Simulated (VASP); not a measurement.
Input of a VASP 6.6.1 run:

The input INCAR:

```
  PREC = Accurate
  ENCUT = 520
  EDIFF = 1E-6
  ISMEAR = 0
  SIGMA = 0.15
  LREAL = F
  LASPH = T
  NELM = 80
  ALGO = Fast
  ISIF = 2
  LWAVE = F
  LCHARG = F
  GGA = PS
  NBANDS = 14
```

Contents of KPOINTS:

```
regular mesh
0
Gamma
  21 21 12
```

File POSCAR:

```
TiAl
1.0
    2.8672622327      0.0000000000      0.0000000000
   -1.4336311163      2.4831219328      0.0000000000
    0.0000000000      0.0000000000      4.6780830000
Ti Al
1 1
Direct
    0.0000000000      0.0000000000      0.0000000000
    0.3333333333      0.6666666667      0.5000000000
```

Potentials or basis: VASP PAW PBE potentials, release 64 (Ti_sv, Al).

Launch:

```sh
$ cat potpaw_PBE.64/Ti_sv/POTCAR potpaw_PBE.64/Al/POTCAR > POTCAR
$ mpirun -np 1 vasp_std > vasp.out
```

(1) Predict the pressure.

(2) What does it give for the band gap on the k mesh?

Results:

(1) -2.8 GPa.

(2) zero (an odd number of electrons rules out a gap without spin polarisation).

Caveat: the PAW data sets were made with another functional, which shifts forces and pressure a little.
